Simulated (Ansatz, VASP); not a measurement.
**Two plane-wave programs on Zr**

The input INCAR:

```
PREC = Accurate
ENCUT = 600
EDIFF = 1E-6
ISMEAR = -1
SIGMA = 0.05
LREAL = F
LASPH = T
NELM = 100
ALGO = Normal
ISIF = 3
LWAVE = F
LCHARG = F
GGA = B5
ALDAX = 1.0
AGGAX = 1.0
AGGAC = 1.0
ALDAC = 0.0
IVDW = 12
VDW_S6 = 1.0
VDW_S8 = 2.6996
VDW_A1 = 0.4298
VDW_A2 = 4.2359
IBRION = 2
NSW = 60
EDIFFG = -0.01
```

KPOINTS

```
Automatic mesh
0
Gamma
  9 9 5
```

Contents of POSCAR:

```
Zr
1.0
    3.2320000000      0.0000000000      0.0000000000
   -1.6160000000      2.7989941050      0.0000000000
    0.0000000000      0.0000000000      5.1470000000
Zr
2
Direct
    0.6666666667      0.3333333333      0.7500000000
    0.3333333333      0.6666666667      0.2500000000
```

The input input.yaml:

```yaml
crystal:
  lattice:
    - [3.232, 0.0, 0.0]
    - [-1.616, 2.798994105, 0.0]
    - [0.0, 0.0, 5.147]
  atoms:
    - { symbol: Zr, position: [0.6666666667, 0.3333333333, 0.75] }
    - { symbol: Zr, position: [0.3333333333, 0.6666666667, 0.25] }
hamiltonian:
  xc: blyp
  pseudopotentials: { kind: paw }
  dispersion: d3bj
kpoints:
  mp_grid: { grid: [9, 9, 5] }
scf:
  occupations: { method: fermi_dirac, width: 0.05 }
output:
  forces: true
  stress: true
  write_density: true
  write_potential: true
  elf: true
  volumetric_format: npy
relax:
  f_tol: 0.01
  max_steps: 40
  cell: { stress_tol: 0.05 }
```

Alike in both runs: task relaxation of cell and atoms; functional BLYP; dispersion D3(BJ); k mesh 9 × 9 × 5; occupations fermi-dirac, width 0.05 eV; no spin polarisation.

```csv
,VASP,Ansatz
version,VASP 6.6.1,Ansatz 0.2.0
potentials or method,"VASP PAW PBE potentials, release 64 (Zr_sv)",Ansatz PAW
plane-wave cutoff (eV),600,420
valence electrons in the cell,24,24
```

Ansatz gave:

| Property | Result |
| --- | --- |
| gap on the k mesh at the Fermi level, each at its own relaxed structure (eV) | none |
| relaxed volume (Å³/atom) | 21.81 |
| relaxed cell length with the largest relative difference (Å) | 5.103 |

Which values does VASP return?

gap on the k mesh at the Fermi level, each at its own relaxed structure (eV): none; relaxed volume (Å³/atom): 21.83; relaxed cell length with the largest relative difference (Å): 5.106.

VASP's potentials were made for PBE, not for BLYP. A gap of «none» marks a metal or a gap that the smearing closes.

Noted on Ansatz's run: the plane-wave basis is chosen anew once the cell has moved, so the energies of steps on either side of that aren't comparable.
